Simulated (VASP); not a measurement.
# Te (Fd-3m) in VASP: further runs, part 3 of 3

VASP 6.6.1. The steps go on from the part before.

### 4 Single point, PBE (38.96 Å³/atom)

This run uses another cell than the first one, of 38.96 Å³/atom.

File INCAR:

```
SYSTEM = Te
ALGO = Normal
EDIFF = 1E-7
ENCUT = 520
GGA = PE
ISIF = 2
ISMEAR = -1
LASPH = .True.
LCHARG = .False.
LREAL = .False.
LWAVE = .False.
NBANDS = 13
NELM = 100
PREC = Accurate
SIGMA = 0.1
```

File KPOINTS:

```
k-points
0
Gamma
  10 10 10
  0 0 0
```

File POSCAR:

```
Te
1.0
    0.0000000000      3.3900597970      3.3900597970
    3.3900597970      0.0000000000      3.3900597970
    3.3900597970      3.3900597970      0.0000000000
Te
2
Direct
   -0.1250000000     -0.1250000000     -0.1250000000
    0.1250000000      0.1250000000      0.1250000000
```

Potentials or basis: VASP PAW PBE potentials, release 64 (Te).

Launch:

```bash
$ cat potpaw_PBE.64/Te/POTCAR > POTCAR
$ mpirun -np 1 vasp_std > vasp.out
```

OUTCAR:

```text
SYSTEM = Te
   EDIFF = 1E-7
   ENCUT = 520
   GGA = PE
   ISIF = 2
   ISMEAR = -1
   LASPH = .True.
   LREAL = .False.
   NELM = 100
   PREC = Accurate

 ion  position               nearest neighbor table
   1  0.875  0.875  0.875-   2 2.94   2 2.94   2 2.94   2 2.94
   2  0.125  0.125  0.125-   1 2.94   1 2.94   1 2.94   1 2.94

  LATTYP: Found a face centered cubic cell.
 ALAT       =     6.7801195940

  Lattice vectors:

 A1 = (   0.0000000000,   3.3900597970,   3.3900597970)
 A2 = (   3.3900597970,   0.0000000000,   3.3900597970)
 A3 = (   3.3900597970,   3.3900597970,   0.0000000000)

Analysis of symmetry for initial positions (statically):
=====================================================================
 Subroutine PRICEL returns:
 Original cell was already a primitive cell.

 Routine SETGRP: Setting up the symmetry group for a
 face centered cubic supercell.

 Subroutine GETGRP returns: Found 48 space group operations
 (whereof 12 operations were pure point group operations)
 out of a pool of 48 trial point group operations.

The static configuration has the point symmetry D_3d.
 The point group associated with its full space group is O_h .

Analysis of symmetry for dynamics (positions and initial velocities):
=====================================================================
 Subroutine PRICEL returns:
 Original cell was already a primitive cell.

 Routine SETGRP: Setting up the symmetry group for a
 face centered cubic supercell.

 Subroutine GETGRP returns: Found 48 space group operations
 (whereof 12 operations were pure point group operations)
 out of a pool of 48 trial point group operations.

The dynamic configuration has the point symmetry D_3d.
 The point group associated with its full space group is O_h .

 Subroutine INISYM returns: Found 48 space group operations
 (whereof 12 operations are pure point group operations),
 and found     1 'primitive' translations

----------------------------------------------------------------------------------------

                                     Primitive cell

  volume of cell :      77.9206

  direct lattice vectors                    reciprocal lattice vectors
     0.000000000  3.390059797  3.390059797    -0.147490024  0.147490024  0.147490024
     3.390059797  0.000000000  3.390059797     0.147490024 -0.147490024  0.147490024
     3.390059797  3.390059797  0.000000000     0.147490024  0.147490024 -0.147490024

  length of vectors
     4.794268542  4.794268542  4.794268542     0.255460215  0.255460215  0.255460215

  position of ions in fractional coordinates (direct lattice)
     0.875000000  0.875000000  0.875000000
     0.125000000  0.125000000  0.125000000

  ion indices of the primitive-cell ions
   primitive index   ion index
                 1           1
                 2           2

----------------------------------------------------------------------------------------

 KPOINTS: k-points

Automatic generation of k-mesh.
 Grid dimensions read from file:
 generate k-points for:   10   10   10

 Generating k-lattice:

  Cartesian coordinates                     Fractional coordinates (reciprocal lattice)
    -0.014749002  0.014749002  0.014749002     0.100000000  0.000000000  0.000000000
     0.014749002 -0.014749002  0.014749002     0.000000000  0.100000000  0.000000000
     0.014749002  0.014749002 -0.014749002     0.000000000  0.000000000  0.100000000

  Length of vectors
     0.025546021  0.025546021  0.025546021

  Shift w.r.t. Gamma in fractional coordinates (k-lattice)
     0.000000000  0.000000000  0.000000000

 Subroutine IBZKPT returns following result:
 ===========================================

 Found     47 irreducible k-points:

 Following reciprocal coordinates:
            Coordinates               Weight
  0.000000  0.000000  0.000000      1.000000
  0.100000  0.000000  0.000000      8.000000
  0.200000  0.000000  0.000000      8.000000
  0.300000  0.000000  0.000000      8.000000
  0.400000  0.000000  0.000000      8.000000
  0.500000  0.000000  0.000000      4.000000
[... 16 lines left out ...]
  0.300000  0.300000  0.000000      6.000000
  0.400000  0.300000  0.000000     24.000000
 [... further k-points ...]
   k-points           NKPTS =     47   k-points in BZ     NKDIM =     47   number of bands    NBANDS=     13
   number of dos      NEDOS =    301   number of ions     NIONS =      2
   total plane-waves  NPLWV =  46656
   dimension x,y,z NGX =    36 NGY =   36 NGZ =   36
   dimension x,y,z NGXF=    72 NGYF=   72 NGZF=   72
   ions per type =               2
   NGX,Y,Z   is equivalent  to a cutoff of  12.48, 12.48, 12.48 a.u.
   NGXF,Y,Z  is equivalent  to a cutoff of  24.97, 24.97, 24.97 a.u.
 SYSTEM =  Te
   PREC   = accura    normal or accurate (medium, high low for compatibility)
   ISTART =      0    job   : 0-new  1-cont  2-samecut
   ICHARG =      2    charge: 1-file 2-atom 10-const
   ISPIN  =      1    spin polarized calculation?
   LNONCOLLINEAR =      F non collinear calculations
   LSORBIT =      F    spin-orbit coupling
   LASPH  =      T    aspherical Exc in radial PAW
   ENCUT  =  520.0 eV  38.22 Ry    6.18 a.u.   8.91  8.91  8.91*2*pi/ulx,y,z
   NELM   =    100;   NELMIN=  2; NELMDL= -5     # of ELM steps
   EDIFF  = 0.1E-06   stopping-criterion for ELM
   LREAL  =      F    real-space projection
   EDIFFG = 0.1E-05   stopping-criterion for IOM
   NSW    =      0    number of steps for IOM
   IBRION =     -1    ionic relax: 0-MD 1-quasi-New 2-CG
   NFREE  =      0    steps in history (QN), initial steepest desc. (CG)
   ISIF   =      2    stress and relaxation
   ISYM   =      2    0-nonsym 1-usesym 2-fastsym
   POTIM  = 0.5000    time-step for ionic-motion
   TEBEG  =    0.0;   TEEND  =   0.0 temperature during run
   PSTRESS=    0.0 pullay stress
   NELECT =      12.0000    total number of electrons
   NUPDOWN=      -1.0000    fix difference up-down
   EMIN   =  10.00;   EMAX   =-10.00  energy-range for DOS
   EFERMI =   0.00;   METHOD = LEGACY
   ISMEAR =    -1;   SIGMA  =   0.10  broadening in eV -4-tet -1-fermi 0-gaus
   EFERMI_NEDOS =   21; number of points for ismear=-14 and -15
   IALGO  =     38    algorithm
   IMIX   =      4    mixing-type and parameters
     AMIX     =   0.40;   BMIX     =  1.00
     AMIX_MAG =   1.60;   BMIX_MAG =  1.00
  volume/ion in A,a.u.               =      38.96       262.92
  Fermi-wavevector in a.u.,A,eV,Ry     =   0.877508  1.658250 10.476769  0.770021
  Thomas-Fermi vector in A             =   1.997467
   LORBIT       =      0    0 simple, 1 ext, 2 COOP (PROOUT), +10 PAW based schemes
   GGA     = PE    functional components
[... 5 lines left out ...]
 non-spin polarized calculation
  energy-cutoff  :      520.00
  volume of cell :       77.92
 maximum number of plane-waves:      2120
   NGX = 17   NGY = 17   NGZ = 17

 number of electron      12.0000001 magnetization

 Free energy of the ion-electron system (eV)
  ---------------------------------------------------
  ext. energy  EPLUGINS =         0.00000000
  ---------------------------------------------------
  free energy    TOTEN  =        -5.21527870 eV

  energy without entropy =       -5.15199873  energy(sigma->0) =       -5.18363871

 E-fermi :   4.9692     XC(G=0):  -8.2685

 val. band max:        4.9544904611   @ k =  -0.3000   0.1000   0.0000
 cond. band min:       4.9786310959   @ k =  -0.4000   0.2000   0.1000
 fundamental gap:      0.0241406348
 Fermi energy:         4.9691575932

 k-point     1 :       0.0000    0.0000    0.0000
  band No.  band energies     occupation
      1      -9.0156      2.00000
      2      -3.2161      2.00000
      3       1.4703      2.00000
      4       1.4703      2.00000
      5       1.4703      2.00000
      6       4.0636      1.99977
      7       4.0636      1.99977
      8       4.0636      1.99977
      9       8.5049      0.00000
     10      10.7581      0.00000
     11      10.7581      0.00000
     12      12.3276      0.00000
     13      12.3276      0.00000
[... 353 lines left out ...]
 k-point    24 :       0.4000    0.3000    0.0000
  band No.  band energies     occupation
      1      -7.9137      2.00000
      2      -5.6520      2.00000
      3       0.0741      2.00000
      4       0.2070      2.00000
      5       3.0192      2.00000
      6       3.4360      2.00000
      7       6.5705      0.00000
      8       6.5733      0.00000
      9       9.1596      0.00000
     10      11.1597      0.00000
     11      12.0790      0.00000
     12      13.3659      0.00000
     13      13.7465      0.00000

 [... further k-points ...]
[... 5 lines left out ...]
  --------------------------------------------------------------------------------------
  -------------------------------------------------------------------------------------
  Total        3.2804703      3.2804703      3.2804703      0.0000000     -0.0000000      0.0000000
  in kB       67.4519681     67.4519681     67.4519681      0.0000000     -0.0000000      0.0000000
  external PRESSURE =      67.4519681 kB  Pullay stress =       0.0000000 kB

 VOLUME and BASIS-vectors are now :
 -----------------------------------------------------------------------------
  energy-cutoff  :      520.00
  volume of cell :       77.92
      direct lattice vectors                 reciprocal lattice vectors
     0.000000000  3.390059797  3.390059797    -0.147490024  0.147490024  0.147490024
     3.390059797  0.000000000  3.390059797     0.147490024 -0.147490024  0.147490024
     3.390059797  3.390059797  0.000000000     0.147490024  0.147490024 -0.147490024

 POSITION                                       TOTAL-FORCE (eV/Angst)
 -----------------------------------------------------------------------------------
      5.93260      5.93260      5.93260        -0.000000     -0.000000     -0.000000
      0.84751      0.84751      0.84751         0.000000      0.000000      0.000000
 -----------------------------------------------------------------------------------
    total drift:                               -0.000000      0.000000      0.000000

  FREE ENERGIE OF THE ION-ELECTRON SYSTEM (eV)
  ---------------------------------------------------
  free  energy   TOTEN  =        -5.2152786993 eV

  energy  without entropy=       -5.1519987256  energy(sigma->0) =       -5.18363871
```

It took 35 s on 1 thread of Intel Xeon Platinum 8259CL at 2.50GHz (Skylake/Cascade Lake), shared host; peak memory 0.22 GiB.

What came out:

| Quantity | Value |
| --- | --- |
| Free energy | -5.2153 eV |
| Pressure | 6.7 GPa |
| Band gap on the k mesh | zero (bands 6 and 7 overlap by 1.19 eV) |

Levels at points of the mesh, in eV from the Fermi level:
| k point | band 2 | band 3 | band 4 | band 5 | band 6 | band 7 | band 8 | band 9 | band 10 | band 11 |
| --- | --- | --- | --- | --- | --- | --- | --- | --- | --- | --- |
| (0.00, 0.00, 0.00) | -8.19 | -3.50 | -3.50 | -3.50 | -0.91 | -0.91 | -0.91 | 3.54 | 5.79 | 5.79 |
| (0.50, 0.00, 0.00) | -10.57 | -4.22 | -4.22 | -3.87 | 0.19 | 0.19 | 2.24 | 5.33 | 5.66 | 6.36 |
| (0.50, 0.50, 0.00) | -11.86 | -5.01 | -5.01 | -1.86 | -1.86 | 2.50 | 2.50 | 5.29 | 5.29 | 7.67 |

Caveat: the cell stands under pressure; spin-orbit coupling is left out, which moves the levels of the heavy elements.

### 5 Single point, PBE

This run uses another cell than the first one, of 46.38 Å³/atom.

File INCAR:

```
SYSTEM = Te
  PREC = Accurate
  ENCUT = 520
  EDIFF = 1E-6
  ISMEAR = -1
  SIGMA = 0.1
  LREAL = .FALSE.
  LASPH = .TRUE.
  NELM = 60
  ALGO = Normal
  ISIF = 2
  LWAVE = .FALSE.
  LCHARG = .FALSE.
  GGA = PE
  NBANDS = 13
```

File KPOINTS:

```
regular mesh
0
G
  10 10 10
  0 0 0
```

File POSCAR:

```
Te
1.0
    0.0000000000      3.5929204090      3.5929204090
    3.5929204090      0.0000000000      3.5929204090
    3.5929204090      3.5929204090      0.0000000000
Te
2
Direct
   -0.1250000000     -0.1250000000     -0.1250000000
    0.1250000000      0.1250000000      0.1250000000
```

Potentials or basis: VASP PAW PBE potentials, release 64 (Te).

Launch:

```bash
$ cat potpaw_PBE.64/Te/POTCAR > POTCAR
$ mpirun -np 1 vasp_std > vasp.out
```

OUTCAR:

```text
SYSTEM = Te
   PREC = Accurate
   ENCUT = 520
   EDIFF = 1E-6
   ISMEAR = -1
   LREAL = .FALSE.
   LASPH = .TRUE.
   NELM = 60
   ISIF = 2
   GGA = PE

 ion  position               nearest neighbor table
   1  0.875  0.875  0.875-   2 3.11   2 3.11   2 3.11   2 3.11
   2  0.125  0.125  0.125-   1 3.11   1 3.11   1 3.11   1 3.11

  LATTYP: Found a face centered cubic cell.
 ALAT       =     7.1858408180

  Lattice vectors:

 A1 = (   0.0000000000,   3.5929204090,   3.5929204090)
 A2 = (   3.5929204090,   0.0000000000,   3.5929204090)
 A3 = (   3.5929204090,   3.5929204090,   0.0000000000)

Analysis of symmetry for initial positions (statically):
=====================================================================
 Subroutine PRICEL returns:
 Original cell was already a primitive cell.

 Routine SETGRP: Setting up the symmetry group for a
 face centered cubic supercell.

 Subroutine GETGRP returns: Found 48 space group operations
 (whereof 12 operations were pure point group operations)
 out of a pool of 48 trial point group operations.

The static configuration has the point symmetry D_3d.
[... 168 lines left out ...]
 Fermi energy:         3.2339808999

 k-point     1 :       0.0000    0.0000    0.0000
  band No.  band energies     occupation
      1      -9.6593      2.00000
      2      -5.4664      2.00000
      3       0.2820      2.00000
      4       0.2820      2.00000
      5       0.2820      2.00000
      6       2.5753      1.99725
      7       2.5753      1.99725
      8       2.5753      1.99725
      9       6.9462      0.00000
     10       9.2041      0.00000
     11       9.2041      0.00000
     12      10.6985      0.00000
     13      10.6985      0.00000
[... 354 lines left out ...]
  band No.  band energies     occupation
      1      -8.7995      2.00000
      2      -7.0866      2.00000
      3      -0.8193      2.00000
      4      -0.7190      2.00000
      5       1.4102      2.00000
      6       1.9835      1.99999
      7       4.5053      0.00001
      8       4.5408      0.00000
      9       7.6023      0.00000
     10       9.1742      0.00000
     11      10.3727      0.00000
     12      11.4224      0.00000
     13      11.6481      0.00000

 [... further k-points ...]
[... 5 lines left out ...]
  --------------------------------------------------------------------------------------
  -------------------------------------------------------------------------------------
  Total       -0.0111857     -0.0111857     -0.0111857     -0.0000000     -0.0000000      0.0000000
  in kB       -0.1931967     -0.1931967     -0.1931967     -0.0000000     -0.0000000      0.0000000
  external PRESSURE =      -0.1931967 kB  Pullay stress =       0.0000000 kB

 VOLUME and BASIS-vectors are now :
 -----------------------------------------------------------------------------
  energy-cutoff  :      520.00
  volume of cell :       92.76
      direct lattice vectors                 reciprocal lattice vectors
     0.000000000  3.592920409  3.592920409    -0.139162559  0.139162559  0.139162559
     3.592920409  0.000000000  3.592920409     0.139162559 -0.139162559  0.139162559
     3.592920409  3.592920409  0.000000000     0.139162559  0.139162559 -0.139162559

 POSITION                                       TOTAL-FORCE (eV/Angst)
 -----------------------------------------------------------------------------------
      6.28761      6.28761      6.28761         0.000000     -0.000000      0.000000
      0.89823      0.89823      0.89823        -0.000000      0.000000     -0.000000
 -----------------------------------------------------------------------------------
    total drift:                                0.000000      0.000000     -0.000000

  FREE ENERGIE OF THE ION-ELECTRON SYSTEM (eV)
  ---------------------------------------------------
  free  energy   TOTEN  =        -5.4819165075 eV

  energy  without entropy=       -5.4160545493  energy(sigma->0) =       -5.44898553
```

OSZICAR:

```text
N       E                     dE             d eps       ncg     rms          rms(c)
DAV:   1     0.447693125951E+02    0.44769E+02   -0.41503E+03  1222   0.708E+02
DAV:   2    -0.218493085582E+01   -0.46954E+02   -0.44564E+02  1655   0.103E+02
DAV:   3    -0.541218760497E+01   -0.32273E+01   -0.31989E+01  1542   0.304E+01
DAV:   4    -0.548130793039E+01   -0.69120E-01   -0.69111E-01  1665   0.523E+00
DAV:   5    -0.548242693062E+01   -0.11190E-02   -0.11190E-02  1628   0.628E-01    0.106E+01
DAV:   6    -0.548192821711E+01    0.49871E-03   -0.22391E-03  1520   0.303E-01    0.647E+00
DAV:   7    -0.548183277307E+01    0.95444E-04   -0.41588E-03  1387   0.421E-01    0.118E-01
DAV:   8    -0.548189198104E+01   -0.59208E-04   -0.10271E-04  1657   0.640E-02    0.831E-02
DAV:   9    -0.548191415341E+01   -0.22172E-04   -0.26836E-05  1372   0.329E-02    0.274E-02
DAV:  10    -0.548191527544E+01   -0.11220E-05   -0.59079E-07  1204   0.499E-03    0.470E-03
DAV:  11    -0.548191637610E+01   -0.11007E-05   -0.17006E-06  1284   0.671E-03    0.980E-04
DAV:  12    -0.548191650755E+01   -0.13144E-06   -0.24957E-08   791   0.103E-03
   1 F= -.54819165E+01 E0= -.54489855E+01  d E =-.658620E-01
```

stdout:

```text
POSCAR found type information on POSCAR Te
 POSCAR found :  1 types and       2 ions
 scaLAPACK will be used
 LDA part: xc-table for (Slater+PW92), standard interpolation
 POSCAR, INCAR and KPOINTS ok, starting setup
 FFT: planning ... GRIDC
 FFT: planning ... GRID_SOFT
 FFT: planning ... GRID
 WAVECAR not read
 entering main loop
```

It took 46 s on 1 thread of Intel Xeon Platinum 8259CL at 2.50GHz (Skylake/Cascade Lake), shared host; peak memory 0.25 GiB.

Results:

- Free energy: -5.4819 eV
- Pressure: 0.0 GPa
- Band gap on the k mesh: zero (bands 6 and 7 overlap by 0.92 eV)

Caveat: spin-orbit coupling is left out, which moves the levels of the heavy elements.

### 6 The runs side by side

| cell | gap on the mesh (eV) | pressure (GPa) |
| --- | --- | --- |
| a = 4.637 Å, angles 60.0°, 2 atoms | none | 13.1 |
| a = 4.794 Å, angles 60.0°, 2 atoms | none | 6.7 |
| a = 5.081 Å, angles 60.0°, 2 atoms | none | 0.0 |

Alike in all rows: task single point; level PBE; potentials or basis VASP PAW PBE potentials, release 64 (Te); no spin polarisation; k mesh 10 × 10 × 10; cutoff (eV) 520; smearing fermi-dirac 0.1 eV.

Caveats: spin-orbit coupling is left out, which moves the levels of the heavy elements; the cell stands under pressure (at least some runs).

Absolute energies hang on the potentials; compare differences alone.

The gap in the log of VASP goes by the Fermi energy; the results here count the filled bands.